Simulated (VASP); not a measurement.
# Ca (P6_3/mmc) in VASP: notebook, part 2 of 2

VASP 6.6.1.

### Step 3. Single point, PBEsol

INCAR

```
SYSTEM = Ca
PREC = Accurate
ENCUT = 520
EDIFF = 1E-6
ISMEAR = -1
SIGMA = 0.08
LREAL = .False.
LASPH = .True.
NELM = 100
ALGO = Normal
ISIF = 2
LWAVE = .False.
LCHARG = .False.
GGA = PS
NBANDS = 17
```

KPOINTS

```
Automatic mesh
0
Gamma
  12 12 6
  0 0 0
```

POSCAR

```
Ca
1.0
    3.8271254319      0.0000000000      0.0000000000
   -1.9135627159      3.3143878475      0.0000000000
    0.0000000000      0.0000000000      6.3116394907
Ca
2
Direct
    0.3333333333      0.6666666667      0.2500000000
    0.6666666667      0.3333333333      0.7500000000
```

Potentials or basis: VASP PAW PBE potentials, release 64 (Ca_sv).

Launch:

```console
> cat potpaw_PBE.64/Ca_sv/POTCAR > POTCAR
> mpirun -np 1 vasp_std > vasp.out
```

OUTCAR:

```text
SYSTEM = Ca
   PREC = Accurate
   ENCUT = 520
   EDIFF = 1E-6
   ISMEAR = -1
   LREAL = .False.
   LASPH = .True.
   NELM = 100
   ISIF = 2
   GGA = PS

 ion  position               nearest neighbor table
   1  0.333  0.667  0.250-
   2  0.667  0.333  0.750-

  LATTYP: Found a hexagonal cell.
 ALAT       =     3.8271254319
 C/A-ratio  =     1.6491854273

  Lattice vectors:

 A1 = (   3.8271254319,   0.0000000000,   0.0000000000)
 A2 = (  -1.9135627159,   3.3143878475,   0.0000000000)
 A3 = (   0.0000000000,   0.0000000000,   6.3116394907)

Analysis of symmetry for initial positions (statically):
=====================================================================
 Subroutine PRICEL returns:
 Original cell was already a primitive cell.

 Routine SETGRP: Setting up the symmetry group for a
 hexagonal supercell.

 Subroutine GETGRP returns: Found 24 space group operations
 (whereof 12 operations were pure point group operations)
 out of a pool of 24 trial point group operations.

The static configuration has the point symmetry D_3d.
 The point group associated with its full space group is D_6h.

Analysis of symmetry for dynamics (positions and initial velocities):
=====================================================================
 Subroutine PRICEL returns:
 Original cell was already a primitive cell.

 Routine SETGRP: Setting up the symmetry group for a
 hexagonal supercell.

 Subroutine GETGRP returns: Found 24 space group operations
 (whereof 12 operations were pure point group operations)
 out of a pool of 24 trial point group operations.

The dynamic configuration has the point symmetry D_3d.
 The point group associated with its full space group is D_6h.

 Subroutine INISYM returns: Found 24 space group operations
 (whereof 12 operations are pure point group operations),
 and found     1 'primitive' translations

----------------------------------------------------------------------------------------

[... 109 lines left out ...]
   IALGO  =     38    algorithm
   IMIX   =      4    mixing-type and parameters
     AMIX     =   0.40;   BMIX     =  1.00
     AMIX_MAG =   1.60;   BMIX_MAG =  1.00
  volume/ion in A,a.u.               =      40.03       270.14
  Fermi-wavevector in a.u.,A,eV,Ry     =   1.031048  1.948398 14.463801  1.063059
  Thomas-Fermi vector in A             =   2.165176
   LORBIT       =      0    0 simple, 1 ext, 2 COOP (PROOUT), +10 PAW based schemes
   GGA     = PS    functional components
   LHFCALC =     F    Hartree Fock is set to
   AEXX    =    0.0000 exact exchange contribution
   IVDW    =     0    specifies the selected vdW correction
   LEPSILON=     F    determine dielectric tensor
   LRPA    =     F    only Hartree local field effects (RPA)
 non-spin polarized calculation
  energy-cutoff  :      520.00
  volume of cell :       80.06
 maximum number of plane-waves:      2184
   NGX = 15   NGY = 15   NGZ = 23

 number of electron      20.0000000 magnetization

 Free energy of the ion-electron system (eV)
  ---------------------------------------------------
  ext. energy  EPLUGINS =         0.00000000
  ---------------------------------------------------
  free energy    TOTEN  =        -4.28376613 eV

  energy without entropy =       -4.23144607  energy(sigma->0) =       -4.25760610

 E-fermi :   2.1435     XC(G=0):  -7.9787

 val. band max:        2.1329951111   @ k =   0.3333  -0.0000   0.0000
 cond. band min:       2.1540262043   @ k =   0.3333   0.1667   0.0000
 fundamental gap:      0.0210310932
 Fermi energy:         2.1434516157

 k-point     1 :       0.0000    0.0000    0.0000
  band No.  band energies     occupation
      1     -39.6024      2.00000
      2     -39.5852      2.00000
      3     -20.7489      2.00000
      4     -20.6122      2.00000
      5     -20.6122      2.00000
      6     -20.5901      2.00000
[... 457 lines left out ...]
      4     -20.6985      2.00000
      5     -20.6795      2.00000
      6     -20.6399      2.00000
[... 9 lines left out ...]
     16       5.5605      0.00000
     17       5.6570      0.00000

 [... further k-points ...]

------------------------ aborting loop because EDIFF is reached ----------------------------------------

  FORCE on cell =-STRESS in cart. coord.  units (eV):
  Direction    XX          YY          ZZ          XY          YZ          ZX
  --------------------------------------------------------------------------------------
  -------------------------------------------------------------------------------------
  Total        0.1856054      0.1856054      0.1748057      0.0000000     -0.0000000      0.0000000
  in kB        3.7143506      3.7143506      3.4982267      0.0000000     -0.0000000      0.0000000
  external PRESSURE =       3.6423093 kB  Pullay stress =       0.0000000 kB

 VOLUME and BASIS-vectors are now :
 -----------------------------------------------------------------------------
  energy-cutoff  :      520.00
  volume of cell :       80.06
      direct lattice vectors                 reciprocal lattice vectors
     3.827125432  0.000000000  0.000000000     0.261292716  0.150857420  0.000000000
    -1.913562716  3.314387847  0.000000000     0.000000000  0.301714840  0.000000000
     0.000000000  0.000000000  6.311639491     0.000000000  0.000000000  0.158437440

 POSITION                                       TOTAL-FORCE (eV/Angst)
 -----------------------------------------------------------------------------------
     -0.00000      2.20959      1.57791        -0.000000     -0.000000      0.000000
      1.91356      1.10480      4.73373         0.000000      0.000000     -0.000000
 -----------------------------------------------------------------------------------
    total drift:                               -0.000000      0.000000     -0.000000

  FREE ENERGIE OF THE ION-ELECTRON SYSTEM (eV)
  ---------------------------------------------------
  free  energy   TOTEN  =        -4.2837661266 eV

  energy  without entropy=       -4.2314460743  energy(sigma->0) =       -4.25760610
```

OSZICAR:

```text
N       E                     dE             d eps       ncg     rms          rms(c)
DAV:   1     0.172417862462E+03    0.17242E+03   -0.10222E+04  2584   0.108E+03
DAV:   2     0.490812152865E+01   -0.16751E+03   -0.16533E+03  2930   0.318E+02
DAV:   3    -0.401568746501E+01   -0.89238E+01   -0.88667E+01  4972   0.541E+01
DAV:   4    -0.429521652470E+01   -0.27953E+00   -0.27903E+00  3208   0.102E+01
DAV:   5    -0.430771247851E+01   -0.12496E-01   -0.12485E-01  4335   0.140E+00    0.313E+00
DAV:   6    -0.429129024793E+01    0.16422E-01   -0.18366E-02  3260   0.135E+00    0.188E+00
DAV:   7    -0.428404369059E+01    0.72466E-02   -0.29239E-02  3125   0.185E+00    0.110E-01
DAV:   8    -0.428373108452E+01    0.31261E-03   -0.24478E-03  3752   0.360E-01    0.291E-02
DAV:   9    -0.428376471356E+01   -0.33629E-04   -0.22587E-04  3918   0.813E-02    0.958E-03
DAV:  10    -0.428376818901E+01   -0.34755E-05   -0.14268E-05  3251   0.365E-02    0.109E-02
DAV:  11    -0.428376607509E+01    0.21139E-05   -0.16175E-06  2838   0.141E-02    0.243E-03
DAV:  12    -0.428376612660E+01   -0.51513E-07   -0.12640E-07  2211   0.360E-03
   1 F= -.42837661E+01 E0= -.42576061E+01  d E =-.523201E-01
```

It took 72 s on 1 thread of Intel Xeon Platinum 8375C at 2.90GHz (Ice Lake), shared host; peak memory 0.23 GiB.

What came out:

```
Free energy            : -4.2838 eV
Pressure               : 0.4 GPa
Band gap on the k mesh : zero (band 10 reaches 2.39 eV, above the bottom of band 11 at 1.94 eV)
```

Caveat: the PAW data sets were made with another functional, which shifts forces and pressure a little.

### Step 4. Single point, PBEsol

This run uses another cell than the first one: it holds 4 atoms, not 2.

INCAR

```
PREC = Accurate
ENCUT = 520
EDIFF = 1E-7
ISMEAR = -1
SIGMA = 0.08
LREAL = False
LASPH = True
NELM = 80
ALGO = Normal
ISIF = 2
LWAVE = False
LCHARG = False
GGA = PS
NBANDS = 28
```

KPOINTS

```
Automatic mesh
0
Gamma
  7 7 5
```

POSCAR

```
Ca
1.0
    3.8217393222      0.0000000000      0.0000000000
   -1.9108696611      3.3097233397      0.0000000000
    0.0000000000      0.0000000000     12.6281704572
Ca
4
Direct
    0.0000000000      0.0000000000      0.0000000000
    0.0000000000      0.0000000000      0.5000000000
    0.3333333333      0.6666666667      0.2500000000
    0.6666666667      0.3333333333      0.7500000000
```

Launch:

```console
> cat potpaw_PBE.64/Ca_sv/POTCAR > POTCAR
> mpirun -np 1 vasp_std > vasp.out
```

It took 2.2 min on 1 thread of Intel Xeon Platinum 8375C at 2.90GHz (Ice Lake), shared host; peak memory 0.29 GiB.

The run converged. Its results:

```yaml
Free_energy: -8.5810 eV
Pressure: 0.4 GPa
Band_gap_on_the_k_mesh: zero (band 20 reaches 2.26 eV, above the bottom of band 21 at 1.95 eV)
```

Levels at points of the mesh, in eV from the Fermi level:
```tsv
k point	band 16	band 17	band 18	band 19	band 20	band 21	band 22	band 23	band 24	band 25
(0.00, 0.00, 0.00)	-22.72	-4.17	-3.12	-3.12	-1.11	-0.20	1.37	1.38	2.28	2.28
```

Caveat: the PAW data sets were made with another functional, which shifts forces and pressure a little.

### Step 5. Single point, PBEsol

This run uses another cell than the first one: it holds 4 atoms, not 2.

INCAR

```
SYSTEM = Ca
ALGO = Normal
EDIFF = 1E-6
ENCUT = 520
GGA = PS
ISIF = 2
ISMEAR = -1
LASPH = .TRUE.
LCHARG = .FALSE.
LREAL = .FALSE.
LWAVE = .FALSE.
NBANDS = 28
NELM = 80
PREC = Accurate
SIGMA = 0.08
```

KPOINTS

```
k-points
0
G
  7 7 5
  0 0 0
```

POSCAR is that of step 4.

Potentials or basis: VASP PAW PBE potentials, release 64 (Ca_sv).

Launch:

```console
> cat potpaw_PBE.64/Ca_sv/POTCAR > POTCAR
> mpirun -np 1 vasp_std > vasp.out
```

OUTCAR:

```text
SYSTEM = Ca
   EDIFF = 1E-6
   ENCUT = 520
   GGA = PS
   ISIF = 2
   ISMEAR = -1
   LASPH = .TRUE.
   LREAL = .FALSE.
   NELM = 80
   PREC = Accurate

 ion  position               nearest neighbor table
   1  0.000  0.000  0.000-
   2  0.000  0.000  0.500-
   3  0.333  0.667  0.250-
   4  0.667  0.333  0.750-

  LATTYP: Found a hexagonal cell.
 ALAT       =     3.8217393222
 C/A-ratio  =     3.3042992712

  Lattice vectors:

 A1 = (   3.8217393222,   0.0000000000,   0.0000000000)
 A2 = (  -1.9108696611,   3.3097233397,   0.0000000000)
 A3 = (   0.0000000000,   0.0000000000,  12.6281704572)

Analysis of symmetry for initial positions (statically):
=====================================================================
 Subroutine PRICEL returns:
 Original cell was already a primitive cell.

 Routine SETGRP: Setting up the symmetry group for a
 hexagonal supercell.

[... 165 lines left out ...]
  ---------------------------------------------------
  free energy    TOTEN  =        -8.58104262 eV

  energy without entropy =       -8.47065772  energy(sigma->0) =       -8.52585017

 E-fermi :   2.1490     XC(G=0):  -7.9868

 val. band max:        2.1469442080   @ k =   0.0000   0.0000   0.2000
 cond. band min:       2.1702583765   @ k =   0.2857   0.2857   0.4000
 fundamental gap:      0.0233141684
 Fermi energy:         2.1490217777

 k-point     1 :       0.0000    0.0000    0.0000
  band No.  band energies     occupation
      1     -39.5925      2.00000
      2     -39.5856      2.00000
      3     -39.5818      2.00000
      4     -39.5749      2.00000
      5     -20.7394      2.00000
      6     -20.6577      2.00000
[... 733 lines left out ...]
     27       3.3444      0.00000
     28       3.5260      0.00000

------------------------ aborting loop because EDIFF is reached ----------------------------------------

  FORCE on cell =-STRESS in cart. coord.  units (eV):
  Direction    XX          YY          ZZ          XY          YZ          ZX
  --------------------------------------------------------------------------------------
  -------------------------------------------------------------------------------------
  Total        0.3617957      0.3617957      0.3729728      0.0000000      0.0000000      0.0000000
  in kB        3.6289481      3.6289481      3.7410592      0.0000000      0.0000000      0.0000000
  external PRESSURE =       3.6663185 kB  Pullay stress =       0.0000000 kB

 VOLUME and BASIS-vectors are now :
 -----------------------------------------------------------------------------
  energy-cutoff  :      520.00
  volume of cell :      159.73
      direct lattice vectors                 reciprocal lattice vectors
     3.821739322  0.000000000  0.000000000     0.261660965  0.151070029  0.000000000
    -1.910869661  3.309723340  0.000000000     0.000000000  0.302140057  0.000000000
     0.000000000  0.000000000 12.628170457     0.000000000  0.000000000  0.079188035

 POSITION                                       TOTAL-FORCE (eV/Angst)
 -----------------------------------------------------------------------------------
      0.00000      0.00000      0.00000         0.000000      0.000000      0.000000
      0.00000      0.00000      6.31409         0.000000      0.000000      0.000000
     -0.00000      2.20648      3.15704         0.000000     -0.000000     -0.000000
      1.91087      1.10324      9.47113        -0.000000      0.000000     -0.000000
 -----------------------------------------------------------------------------------
    total drift:                                0.000000     -0.000000      0.000000

  FREE ENERGIE OF THE ION-ELECTRON SYSTEM (eV)
  ---------------------------------------------------
  free  energy   TOTEN  =        -8.5810426202 eV

  energy  without entropy=       -8.4706577202  energy(sigma->0) =       -8.52585017
```

stdout:

```text
POSCAR found type information on POSCAR Ca
 POSCAR found :  1 types and       4 ions
 scaLAPACK will be used
 -----------------------------------------------------------------------------
|                                                                             |
|                                                                             |
|     You enforced a specific xc type in the INCAR file but a different       |
|     I HOPE YOU KNOW WHAT YOU ARE DOING!                                     |
|                                                                             |
 -----------------------------------------------------------------------------

 LDA part: xc-table for (Slater+PW92), standard interpolation
 POSCAR, INCAR and KPOINTS ok, starting setup
 FFT: planning ... GRIDC
 FFT: planning ... GRID_SOFT
 FFT: planning ... GRID
 WAVECAR not read
 entering main loop
```

Run time: 99 s. Hardware: 1 thread of Intel Xeon Platinum 8375C at 2.90GHz (Ice Lake), shared host; peak memory 0.29 GiB.

Results:

```
Free energy            : -8.5810 eV
Pressure               : 0.4 GPa
Band gap on the k mesh : zero (band 20 reaches 2.26 eV, above the bottom of band 21 at 1.95 eV)
```

Caveat: the PAW data sets were made with another functional, which shifts forces and pressure a little.
